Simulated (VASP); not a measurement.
Write the native input for VASP 6.6.1 that does the following.

- Task: single point
- Functional: LDA
- Potentials or basis: VASP PAW LDA potentials, release 64 (Zn, Se)
- Cutoff: 500 eV
- k mesh: 6 × 6 × 6
- Occupations: gaussian, width 0.1 eV
- Spin: no spin polarisation
- Dipole correction: no
- Further INCAR settings: ALGO = Normal; EDIFF = 1e-06; NBANDS = 16

The structure of ZnSe lies in POSCAR:

```
ZnSe
1.0
    0.0000000000      2.8340000000      2.8340000000
    2.8340000000      0.0000000000      2.8340000000
    2.8340000000      2.8340000000      0.0000000000
Zn Se
1 1
Direct
    0.0000000000      0.0000000000      0.0000000000
    0.2500000000      0.2500000000      0.2500000000
```

One way to write it, as run:

INCAR

```
SYSTEM = ZnSe
ALGO = Normal
EDIFF = 1E-6
ENCUT = 500
GGA_COMPAT = .FALSE.
ISIF = 2
ISMEAR = 0
LASPH = .TRUE.
LCHARG = .FALSE.
LREAL = .FALSE.
LWAVE = .FALSE.
NBANDS = 16
NELM = 120
PREC = Accurate
SIGMA = 0.1
```

KPOINTS

```
k-points
0
G
  6 6 6
  0 0 0
```

Potentials or basis: VASP PAW LDA potentials, release 64 (Zn, Se).

Launch:

```sh
$ cat potpaw_LDA.64/Zn/POTCAR potpaw_LDA.64/Se/POTCAR > POTCAR
$ mpirun -np 1 vasp_std > vasp.out
```

Results of the run:

| Item | Value |
| --- | --- |
| Pressure | -3.1 GPa |
| Band gap on the k mesh | 1.07 eV |

Caveat: the cell stands under tension.

Run time: 9.1 s on 1 thread of Intel(R) Xeon(R) Platinum 8488C (Sapphire Rapids), on a shared host, peak memory 0.15 GiB.
